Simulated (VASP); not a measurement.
Set up this calculation in VASP 6.6.1, as the native input.

| Quantity | Value |
| --- | --- |
| Task | single point |
| Functional | PBE |
| Potentials or basis | VASP PAW PBE potentials, release 64 (In_d) |
| Cutoff | 400 eV |
| k mesh | 9 × 9 × 4 |
| Occupations | gaussian, width 0.1 eV |
| Spin | no spin polarisation |
| Dipole correction | no |
| Further INCAR settings | ALGO = Normal; EDIFF = 1e-06; NBANDS = 12 |

The structure of In lies in POSCAR:

```
In
1.0
    4.4597048946      0.0000000000      0.0000000000
   -2.2298524473      3.8622177321      0.0000000000
    0.0000000000      0.0000000000     11.0014841700
In
1
Direct
    0.0000000000      0.0000000000      0.0000000000
```

These files were run (other wordings do the same):

INCAR

```
  PREC = Accurate
  ENCUT = 400
  EDIFF = 1E-6
  ISMEAR = 0
  SIGMA = 0.1
  LREAL = False
  LASPH = True
  NELM = 120
  ALGO = Normal
  ISIF = 2
  LWAVE = False
  LCHARG = False
  GGA = PE
  NBANDS = 12
  GGA_COMPAT = False
```

KPOINTS

```
Automatic mesh
0
Gamma
  9 9 4
```

Potentials or basis: VASP PAW PBE potentials, release 64 (In_d).

The run is started by

```sh
$ cat potpaw_PBE.64/In_d/POTCAR > POTCAR
$ mpirun -np 1 vasp_std > vasp.out
```

It gave:

| Quantity | Value |
| --- | --- |
| Pressure | -0.9 GPa |

Wall time 83 s on 1 thread of Intel Xeon 8259CL, on a shared host, peak memory 0.25 GiB.
